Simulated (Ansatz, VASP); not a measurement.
WS2 in VASP and in Ansatz

```
W S
1.0
     3.19449    0.00000    0.00000
    -1.59724    2.76651    0.00000
     0.00000    0.00000   19.44227
W S
3 6
Direct
  0.66667 0.33333 0.33266
  0.33333 0.66667 0.66599
  0.00000 0.00000 0.99933
  0.33333 0.66667 0.25291
  0.66667 0.33333 0.07906
  0.00000 0.00000 0.58624
  0.33333 0.66667 0.41240
  0.66667 0.33333 0.91958
  0.00000 0.00000 0.74573
```

Change from the starting cell: equal strain along all axes, cell held, atoms relaxed: +1.5 %.

Alike in both runs: functional PBEsol; k mesh 12 × 12 × 2; occupations gaussian, width 0.02 eV; no spin polarisation.

Ansatz relaxed the structure, and its values are those at the end. VASP's run is a single point on that final structure, the one shown.

```csv
,VASP,Ansatz
version,VASP 6.6.1,Ansatz 0.2.0
potentials or method,"VASP PAW PBE potentials, release 64 (W_sv, S), cutoff 520 eV","scalar-relativistic, plane waves, PAW"
valence electrons in the cell,78,78
```

|  | VASP | Ansatz | Ansatz less VASP |
| --- | --- | --- | --- |
| gap on the k mesh at the Fermi level (eV) | 1.13 | 1.11 | -0.017 |
| least direct gap on the mesh (eV) | 1.73 | 1.72 | -0.004 |
| pressure (GPa) | -2.7 | -2.8 | -0.10 |
| rms of the force components (eV/Å) | 0.010 | 0.000 | -0.0096 |

VASP's potentials were made for PBE, not for PBEsol. The functional is the same, so the differences come from potentials, cutoffs and numerics. Ansatz's warnings: stress scf threshold loose.

Neither program's run includes spin-orbit coupling.
